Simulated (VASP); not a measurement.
# CdS (Hawleyite) (I-4m2) in VASP: a series of runs

Runs on CdS (Hawleyite). Level: LDA. Tasks: single point.

Program: VASP 6.6.1. These are calculated values, not measurements. Logs are shortened: lines on timing, memory, paths and dates and some standing lists are left out, and cuts for length are marked.

**1. The cell of the first run**

The structure is tetragonal, space group I-4m2 (No. 119). The conventional cell has a = 4.030 Å, b = 4.030 Å, c = 5.791 Å, α = 90.00°, β = 90.00°, γ = 90.00°. Within 3.3 Å of Cd (site symmetry -4m2) lie 4 S at 2.48 Å. S (site symmetry -4m2) has 4 Cd at 2.48 Å within 3.3 Å.

**2. Single point, LDA (in-plane strain -0.01)**

File INCAR:

```
PREC = Accurate
ENCUT = 520
EDIFF = 1E-7
ISMEAR = 0
SIGMA = 0.01
LREAL = False
LASPH = True
NELM = 100
ALGO = Normal
ISIF = 2
LWAVE = False
LCHARG = False
NBANDS = 16
```

File KPOINTS:

```
regular mesh
0
Gamma
  8 8 8
```

File POSCAR:

```
CdS
1.0
    2.8494796924      2.8494796924      0.0000000000
   -2.8494796924      2.8494796924      0.0000000000
    0.0000000000      2.8494796924      2.8955318894
Cd S
1 1
Direct
    0.0000000000      0.0000000000      0.0000000000
    0.7500000000      0.2500000000      0.5000000000
```

Potentials or basis: VASP PAW LDA potentials, release 64 (Cd, S).

Started as:

```console
> cat potpaw_LDA.64/Cd/POTCAR potpaw_LDA.64/S/POTCAR > POTCAR
> mpirun -np 1 vasp_std > vasp.out
```

OUTCAR:

```text
PREC = Accurate
   ENCUT = 520
   EDIFF = 1E-7
   ISMEAR = 0
   LREAL = False
   LASPH = True
   NELM = 100
   ISIF = 2

 ion  position               nearest neighbor table
   1  0.000  0.000  0.000-   2 2.48   2 2.48   2 2.48   2 2.48
   2  0.750  0.250  0.500-   1 2.48   1 2.48   1 2.48   1 2.48

  LATTYP: Found a body centered tetragonal cell.
 ALAT       =     4.0297728267
 C/A-ratio  =     1.4370695391

  Lattice vectors:

 A1 = (   2.8494796924,   0.0000000000,  -2.8955318894)
 A2 = (  -2.8494796924,   0.0000000000,  -2.8955318894)
 A3 = (   0.0000000000,   2.8494796924,   2.8955318894)

Analysis of symmetry for initial positions (statically):
=====================================================================
 Subroutine PRICEL returns:
 Original cell was already a primitive cell.

 Routine SETGRP: Setting up the symmetry group for a
 body centered tetragonal supercell.

 Subroutine GETGRP returns: Found  8 space group operations
 (whereof  8 operations were pure point group operations)
 out of a pool of 16 trial point group operations.

The static configuration has the point symmetry D_2d.

Analysis of symmetry for dynamics (positions and initial velocities):
=====================================================================
 Subroutine PRICEL returns:
 Original cell was already a primitive cell.

 Routine SETGRP: Setting up the symmetry group for a
 body centered tetragonal supercell.

 Subroutine GETGRP returns: Found  8 space group operations
 (whereof  8 operations were pure point group operations)
 out of a pool of 16 trial point group operations.

The dynamic configuration has the point symmetry D_2d.

 Subroutine INISYM returns: Found  8 space group operations
 (whereof  8 operations are pure point group operations),
 and found     1 'primitive' translations

----------------------------------------------------------------------------------------

                                     Primitive cell

  volume of cell :      47.0207

  direct lattice vectors                    reciprocal lattice vectors
     2.849479692  2.849479692  0.000000000     0.175470631  0.175470631 -0.172679846
    -2.849479692  2.849479692  0.000000000    -0.175470631  0.175470631 -0.172679846
     0.000000000  2.849479692  2.895531889     0.000000000  0.000000000  0.345359691

  length of vectors
     4.029772827  4.029772827  4.062467162     0.302321375  0.302321375  0.345359691

[... 80 lines left out ...]
   EDIFF  = 0.1E-06   stopping-criterion for ELM
   LREAL  =      F    real-space projection
   EDIFFG = 0.1E-05   stopping-criterion for IOM
   NSW    =      0    number of steps for IOM
   IBRION =     -1    ionic relax: 0-MD 1-quasi-New 2-CG
   NFREE  =      0    steps in history (QN), initial steepest desc. (CG)
   ISIF   =      2    stress and relaxation
   ISYM   =      2    0-nonsym 1-usesym 2-fastsym
   POTIM  = 0.5000    time-step for ionic-motion
   TEBEG  =    0.0;   TEEND  =   0.0 temperature during run
   PSTRESS=    0.0 pullay stress
   NELECT =      18.0000    total number of electrons
   NUPDOWN=      -1.0000    fix difference up-down
   EMIN   =  10.00;   EMAX   =-10.00  energy-range for DOS
   EFERMI =   0.00;   METHOD = LEGACY
   ISMEAR =     0;   SIGMA  =   0.01  broadening in eV -4-tet -1-fermi 0-gaus
   EFERMI_NEDOS =   21; number of points for ismear=-14 and -15
   IALGO  =     38    algorithm
   IMIX   =      4    mixing-type and parameters
     AMIX     =   0.40;   BMIX     =  1.00
     AMIX_MAG =   1.60;   BMIX_MAG =  1.00
  volume/ion in A,a.u.               =      23.51       158.66
  Fermi-wavevector in a.u.,A,eV,Ry     =   1.188692  2.246301 19.224863  1.412988
  Thomas-Fermi vector in A             =   2.324815
   LORBIT       =      0    0 simple, 1 ext, 2 COOP (PROOUT), +10 PAW based schemes
   GGA     = CA    functional components
   LHFCALC =     F    Hartree Fock is set to
   AEXX    =    0.0000 exact exchange contribution
   IVDW    =     0    specifies the selected vdW correction
   LEPSILON=     F    determine dielectric tensor
   LRPA    =     F    only Hartree local field effects (RPA)
 non-spin polarized calculation
 Gauss-broadening in eV      SIGMA  =   0.01
  energy-cutoff  :      520.00
  volume of cell :       47.02
 maximum number of plane-waves:      1287
 NGX is ok and might be reduce to    30
   NGX = 15   NGY = 15   NGZ = 15

 number of electron      18.0000005 magnetization

 Free energy of the ion-electron system (eV)
  ---------------------------------------------------
  ext. energy  EPLUGINS =         0.00000000
  ---------------------------------------------------
  free energy    TOTEN  =        -7.40168350 eV

  energy without entropy =       -7.40168350  energy(sigma->0) =       -7.40168350

 E-fermi :   1.7054     XC(G=0):  -9.8324

 val. band max:        1.6322211891   @ k =   0.0000   0.0000   0.0000
 cond. band min:       2.6216436406   @ k =   0.0000   0.0000   0.0000
 fundamental gap:      0.9894224515
 Fermi energy:         1.7053699659

 k-point     1 :       0.0000    0.0000    0.0000
  band No.  band energies     occupation
      1     -11.0903      2.00000
      2      -6.3915      2.00000
      3      -6.3810      2.00000
      4      -6.3810      2.00000
      5      -5.8282      2.00000
      6      -5.8185      2.00000
[... 433 lines left out ...]
      3      -6.2597      2.00000
      4      -5.9946      2.00000
      5      -5.8399      2.00000
      6      -5.7540      2.00000
[... 8 lines left out ...]
     15      13.2322      0.00000
     16      13.8455      0.00000

 [... further k-points ...]

------------------------ aborting loop because EDIFF is reached ----------------------------------------

  FORCE on cell =-STRESS in cart. coord.  units (eV):
  Direction    XX          YY          ZZ          XY          YZ          ZX
  --------------------------------------------------------------------------------------
  -------------------------------------------------------------------------------------
  Total        0.4920992      0.4920992      0.4010191      0.0000000      0.0000000      0.0000000
  in kB       16.7677113     16.7677113     13.6642603      0.0000000      0.0000000      0.0000000
  external PRESSURE =      15.7332276 kB  Pullay stress =       0.0000000 kB

 VOLUME and BASIS-vectors are now :
 -----------------------------------------------------------------------------
  energy-cutoff  :      520.00
  volume of cell :       47.02
      direct lattice vectors                 reciprocal lattice vectors
     2.849479692  2.849479692  0.000000000     0.175470631  0.175470631 -0.172679846
    -2.849479692  2.849479692  0.000000000    -0.175470631  0.175470631 -0.172679846
     0.000000000  2.849479692  2.895531889     0.000000000  0.000000000  0.345359691

 POSITION                                       TOTAL-FORCE (eV/Angst)
 -----------------------------------------------------------------------------------
      0.00000      0.00000      0.00000         0.000000     -0.000000      0.000000
      1.42474      4.27422      1.44777        -0.000000      0.000000      0.000000
 -----------------------------------------------------------------------------------
    total drift:                                0.000000      0.000000     -0.000000

  FREE ENERGIE OF THE ION-ELECTRON SYSTEM (eV)
  ---------------------------------------------------
  free  energy   TOTEN  =        -7.4016835045 eV

  energy  without entropy=       -7.4016835045  energy(sigma->0) =       -7.40168350
```

Wall time 22 s (1 thread of Intel Xeon Platinum 8559C (Emerald Rapids), shared host); peak memory 0.17 GiB.

Results:

```
Free energy            : -7.4017 eV
Pressure               : 1.6 GPa
Band gap on the k mesh : 0.99 eV, direct
```

Caveat: the cell differs from its parent crystal (in-plane strain -0.01).

**3. Single point, LDA (in-plane strain -0.02, then relaxed in part)**

File INCAR:

```
SYSTEM = CdS
PREC     = Accurate       ! precision mode
ENCUT    = 520            ! plane-wave cutoff, eV
EDIFF    = 1E-6           ! SCF threshold, eV
ISMEAR   = 0              ! smearing method
SIGMA    = 0.01           ! smearing width, eV
LREAL    = .False.        ! projectors in reciprocal space
LASPH    = .True.         ! aspherical terms in the spheres
NELM     = 80             ! most SCF steps
ALGO     = Normal         ! electronic algorithm
ISIF     = 2              ! what is computed and relaxed
LWAVE    = .False.        ! write WAVECAR
LCHARG   = .False.        ! write CHGCAR
GGA      = CA             ! functional
NBANDS   = 16             ! bands
```

File KPOINTS:

```
Automatic mesh
0
Gamma
  8 8 8
  0 0 0
```

File POSCAR:

```
CdS
1.0
    2.8206970692      2.8206970692      0.0000000000
   -2.8206970692      2.8206970692      0.0000000000
    0.0000000000      2.8206970692      2.9626246994
Cd S
1 1
Direct
    0.0000000000      0.0000000000      0.0000000000
    0.7500000000      0.2500000000      0.5000000000
```

Potentials or basis: VASP PAW LDA potentials, release 64 (Cd, S).

Started as:

```console
> cat potpaw_LDA.64/Cd/POTCAR potpaw_LDA.64/S/POTCAR > POTCAR
> mpirun -np 1 vasp_std > vasp.out
```

It took 20 s on 1 thread of Intel Xeon Platinum 8559C (Emerald Rapids), shared host; peak memory 0.17 GiB.

It converged, with:

```yaml
Free_energy: -7.3985 eV
Pressure: 1.3 GPa
Band_gap_on_the_k_mesh: 0.94 eV, direct
```

Stress tensor (GPa, compression positive):
```
1.65 0.00 0.00
0.00 1.65 0.00
0.00 0.00 0.61
```

Levels at points of the mesh, in eV from the valence-band top:
```csv
k point,band 5,band 6,band 7,band 8,band 9,band 10,band 11,band 12,band 13,band 14
"(0.00, 0.00, 0.00)",-7.50,-7.47,-0.17,0.00,0.00,0.94,6.30,6.31,6.31,10.97
"(0.50, 0.00, 0.00)",-7.43,-7.05,-4.89,-1.01,-0.79,2.78,6.62,7.00,7.34,10.85
"(0.50, 0.50, 0.00)",-7.38,-6.95,-4.22,-2.27,-2.18,3.10,4.02,9.30,10.42,11.00
"(0.00, 0.00, 0.50)",-7.38,-7.06,-4.55,-2.02,-2.02,3.31,4.46,8.78,10.88,10.88
```

Caveat: the cell differs from its parent crystal (in-plane strain -0.02, then relaxed in part).
